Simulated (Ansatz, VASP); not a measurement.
**One calculation of Ru, two programs**

```xyz
2
Lattice="2.6895 0.0000 0.0000 -1.3448 2.3292 0.0000 0.0000 0.0000 4.2519" Properties=species:S:1:pos:R:3 pbc="T T T"
Ru    0.0000    1.5528    1.0630
Ru    1.3448    0.7764    3.1889
```

Alike in both runs: task relaxation of cell and atoms; functional PBEsol; k mesh 18 × 18 × 10; occupations fermi-dirac, width 0.15 eV; no spin polarisation.

|  | VASP | Ansatz |
| --- | --- | --- |
| version | VASP 6.6.1 | Ansatz 0.2.0 |
| potentials or method | VASP PAW PBE potentials, release 64 (Ru_pv), cutoff 600 eV | scalar-relativistic, plane waves, PAW |
| valence electrons in the cell | 28 | 32 |

|  | VASP | Ansatz | Ansatz less VASP |
| --- | --- | --- | --- |
| gap on the k mesh at the Fermi level, each at its own relaxed structure (eV) | none | none | - |
| relaxed volume (Å³/atom) | 13.34 | 13.34 | +0.003 |
| relaxed length of the cell vector where the two differ most in proportion (Å) | 2.691 | 2.692 | +0.0003 |

VASP's potentials were made for PBE, not for PBEsol. A gap of «none» marks a metal or a gap that the smearing closes. VASP's potentials hold 28 valence electrons a cell and Ansatz's 32, so a difference there can come from the potentials and not from the codes.
